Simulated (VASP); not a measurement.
# SnO2 (Pnnm) in VASP: density of states with PBE

Aim: the density of states of SnO2 with PBE.

Everything below comes from runs of VASP 6.6.1. Logs are shortened: lines on timing, memory, paths and dates and some standing lists are left out, and cuts for length are marked.

## 1. The cell of the first run

The typed cell holds 6 atoms: a = 4.827 Å, b = 4.828 Å, c = 3.238 Å, α = 90.00°, β = 90.00°, γ = 90.00°.

## 2. Density of states, PBE

POSCAR

```
SnO2
1.0
    4.8265176532      0.0000000000      0.0000000000
    0.0000000000      4.8283676109      0.0000000000
    0.0000000000      0.0000000000      3.2381666513
Sn O
2 4
Direct
    0.5000000000      0.5000000000      0.5000000000
    0.0000000000      0.0000000000      0.0000000000
    0.3064962478      0.3066616296      0.0000000000
    0.8064962478      0.1933383704      0.5000000000
    0.1935037522      0.8066616296      0.5000000000
    0.6935037522      0.6933383704      0.0000000000
```

INCAR.step1

```
SYSTEM = SnO2
  PREC = Accurate
  ENCUT = 520
  EDIFF = 1E-7
  ISMEAR = 0
  SIGMA = 0.02
  LREAL = .FALSE.
  LASPH = .TRUE.
  NELM = 100
  ALGO = Normal
  ISIF = 2
  LWAVE = .FALSE.
  LCHARG = .TRUE.
  GGA = PE
  NBANDS = 35
```

KPOINTS.step1

```
Automatic mesh
0
G
  6 6 8
  0 0 0
```

INCAR.step2

```
SYSTEM = SnO2
  PREC = Accurate
  ENCUT = 520
  EDIFF = 1E-7
  ISMEAR = -5
  SIGMA = 0.02
  LREAL = .FALSE.
  LASPH = .TRUE.
  NELM = 100
  ALGO = Normal
  ISIF = 2
  LWAVE = .FALSE.
  LCHARG = .FALSE.
  GGA = PE
  LORBIT = 11
  NBANDS = 35
  NEDOS = 1001
  ICHARG = 11
```

KPOINTS.step2

```
Automatic mesh
0
G
  9 9 12
  0 0 0
```

Potentials or basis: VASP PAW PBE potentials, release 64 (Sn_d, O).

Run with:

```console
$ cat potpaw_PBE.64/Sn_d/POTCAR potpaw_PBE.64/O/POTCAR > POTCAR
$ cp INCAR.step1 INCAR
$ cp KPOINTS.step1 KPOINTS
$ mpirun -np 1 vasp_std > vasp.out
$ cp INCAR.step2 INCAR
$ cp KPOINTS.step2 KPOINTS
$ mpirun -np 1 vasp_std > vasp.out
```

OUTCAR:

```text
SYSTEM = SnO2
   PREC = Accurate
   ENCUT = 520
   EDIFF = 1E-7
   ISMEAR = -5
   LREAL = .FALSE.
   LASPH = .TRUE.
   NELM = 100
   ISIF = 2
   GGA = PE
   LORBIT = 11
   ICHARG = 11

 ion  position               nearest neighbor table
   1  0.500  0.500  0.500-   3 2.09   6 2.09   3 2.09   6 2.09   5 2.09   4 2.09
   2  0.000  0.000  0.000-   4 2.09   5 2.09   4 2.09   5 2.09   3 2.09   6 2.09
   3  0.306  0.307  0.000-   1 2.09   1 2.09   2 2.09
   4  0.806  0.193  0.500-   2 2.09   2 2.09   1 2.09
   5  0.194  0.807  0.500-   2 2.09   2 2.09   1 2.09
   6  0.694  0.693  0.000-   1 2.09   1 2.09   2 2.09

  LATTYP: Found a simple orthorhombic cell.
 ALAT       =     3.2381666513
 B/A-ratio  =     1.4905093446
 C/A-ratio  =     1.4910806425

  Lattice vectors:

 A1 = (   0.0000000000,   0.0000000000,   3.2381666513)
 A2 = (   4.8265176532,   0.0000000000,   0.0000000000)
 A3 = (   0.0000000000,   4.8283676109,   0.0000000000)

Analysis of symmetry for initial positions (statically):
=====================================================================
 Subroutine PRICEL returns:
 Original cell was already a primitive cell.

 Routine SETGRP: Setting up the symmetry group for a
 simple orthorhombic supercell.

 Subroutine GETGRP returns: Found  8 space group operations
 (whereof  4 operations were pure point group operations)
 out of a pool of  8 trial point group operations.

The static configuration has the point symmetry C_2h.
 The point group associated with its full space group is D_2h.

Analysis of symmetry for dynamics (positions and initial velocities):
=====================================================================
 Subroutine PRICEL returns:
 Original cell was already a primitive cell.

 Routine SETGRP: Setting up the symmetry group for a
 simple orthorhombic supercell.

 Subroutine GETGRP returns: Found  8 space group operations
 (whereof  4 operations were pure point group operations)
 out of a pool of  8 trial point group operations.

The dynamic configuration has the point symmetry C_2h.
 The point group associated with its full space group is D_2h.

 Subroutine INISYM returns: Found  8 space group operations
 (whereof  4 operations are pure point group operations),
 and found     1 'primitive' translations

----------------------------------------------------------------------------------------

                                     Primitive cell

  volume of cell :      75.4629

[... 112 lines left out ...]
   EFERMI =   0.00;   METHOD = LEGACY
   ISMEAR =    -5;   SIGMA  =   0.02  broadening in eV -4-tet -1-fermi 0-gaus
   EFERMI_NEDOS =   21; number of points for ismear=-14 and -15
   IALGO  =     38    algorithm
   IMIX   =      4    mixing-type and parameters
     AMIX     =   0.40;   BMIX     =  1.00
     AMIX_MAG =   1.60;   BMIX_MAG =  1.00
  volume/ion in A,a.u.               =      12.58        84.87
  Fermi-wavevector in a.u.,A,eV,Ry     =   1.445988  2.732522 28.448182  2.090882
  Thomas-Fermi vector in A             =   2.564108
   LORBIT       =     11    0 simple, 1 ext, 2 COOP (PROOUT), +10 PAW based schemes
   GGA     = PE    functional components
   LHFCALC =     F    Hartree Fock is set to
   AEXX    =    0.0000 exact exchange contribution
   IVDW    =     0    specifies the selected vdW correction
   LEPSILON=     F    determine dielectric tensor
   LRPA    =     F    only Hartree local field effects (RPA)
 non-spin polarized calculation
 Fermi weights with tetrahedron method with Bloechl corrections
  energy-cutoff  :      520.00
  volume of cell :       75.46
 maximum number of plane-waves:      2060
 NGX is ok and might be reduce to    36

 number of electron      52.0000002 magnetization

 Free energy of the ion-electron system (eV)
  ---------------------------------------------------
  ext. energy  EPLUGINS =         0.00000000
  ---------------------------------------------------
  free energy    TOTEN  =       -37.31198691 eV

  energy without entropy =      -37.31198691  energy(sigma->0) =      -37.31198691

 E-fermi :   5.5555     XC(G=0): -10.9759

 val. band max:        5.5312211389   @ k =   0.0000   0.0000   0.0000
 cond. band min:       6.1999460295   @ k =   0.0000   0.0000   0.0000
 fundamental gap:      0.6687248906
 Fermi energy:         5.5554550919

 k-point     1 :       0.0000    0.0000    0.0000
  band No.  band energies     occupation
      1     -15.5099      2.00000
      2     -14.8411      2.00000
      3     -14.6412      2.00000
      4     -14.6277      2.00000
      5     -14.6277      2.00000
      6     -14.5546      2.00000
[... 901 lines left out ...]
     34      17.6099      0.00000
     35      17.7591      0.00000

 [... further k-points ...]

------------------------ aborting loop because EDIFF is reached ----------------------------------------

  FORCE on cell =-STRESS in cart. coord.  units (eV):
  Direction    XX          YY          ZZ          XY          YZ          ZX
  --------------------------------------------------------------------------------------
  -------------------------------------------------------------------------------------
  Total        0.2452639      0.2340696      0.3767227     -0.0000000      0.0000000      0.0000000
  in kB        5.2072783      4.9696075      7.9983227     -0.0000000      0.0000000      0.0000000
  external PRESSURE =       6.0584028 kB  Pullay stress =       0.0000000 kB

 VOLUME and BASIS-vectors are now :
 -----------------------------------------------------------------------------
  energy-cutoff  :      520.00
  volume of cell :       75.46
      direct lattice vectors                 reciprocal lattice vectors
     4.826517653  0.000000000  0.000000000     0.207188717  0.000000000  0.000000000
     0.000000000  4.828367611  0.000000000     0.000000000  0.207109334  0.000000000
     0.000000000  0.000000000  3.238166651     0.000000000  0.000000000  0.308816719

 POSITION                                       TOTAL-FORCE (eV/Angst)
 -----------------------------------------------------------------------------------
      2.41326      2.41418      1.61908         0.000000      0.000000      0.000000
      0.00000      0.00000      0.00000         0.000000      0.000000      0.000000
      1.47931      1.48068      0.00000        -0.011659     -0.011760      0.000000
      3.89257      0.93351      1.61908        -0.011659      0.011760      0.000000
      0.93395      3.89486      1.61908         0.011659     -0.011760      0.000000
      3.34721      3.34769      0.00000         0.011659      0.011760      0.000000
 -----------------------------------------------------------------------------------
    total drift:                                0.000000      0.000000     -0.000000

  FREE ENERGIE OF THE ION-ELECTRON SYSTEM (eV)
  ---------------------------------------------------
  free  energy   TOTEN  =       -37.3119869124 eV

  energy  without entropy=      -37.3119869124  energy(sigma->0) =      -37.31198691

 total charge

# of ion       s       p       d       tot
------------------------------------------
    1        0.880   1.027  10.329  12.237
    2        0.880   1.027  10.329  12.237
    3        1.561   3.481   0.000   5.042
    4        1.561   3.481   0.000   5.042
    5        1.561   3.481   0.000   5.042
    6        1.561   3.481   0.000   5.042
--------------------------------------------------
tot          8.004  15.979  20.659  44.641
```

Wall time 5.6 min (1 thread of Intel Xeon Platinum 8259CL at 2.50GHz (Skylake/Cascade Lake), shared host); peak memory 0.42 GiB.

What came out:

* Valence electrons inside the program's atomic spheres: Sn 12.24; O 5.04

Levels at points of the mesh, in eV from the valence-band top:
```
           k point  band 22  band 23  band 24  band 25  band 26  band 27  band 28  band 29  band 30  band 31
(0.00, 0.00, 0.00)    -1.26    -1.26    -0.74    -0.74     0.00     0.67     5.69     6.06     6.06    10.12
(0.00, 0.00, 0.50)    -2.58    -1.53    -1.53    -1.18    -1.18     5.59     5.59     9.36     9.36    10.31
```

Caveat: spin-orbit coupling is left out, which moves the levels of the heavy elements.
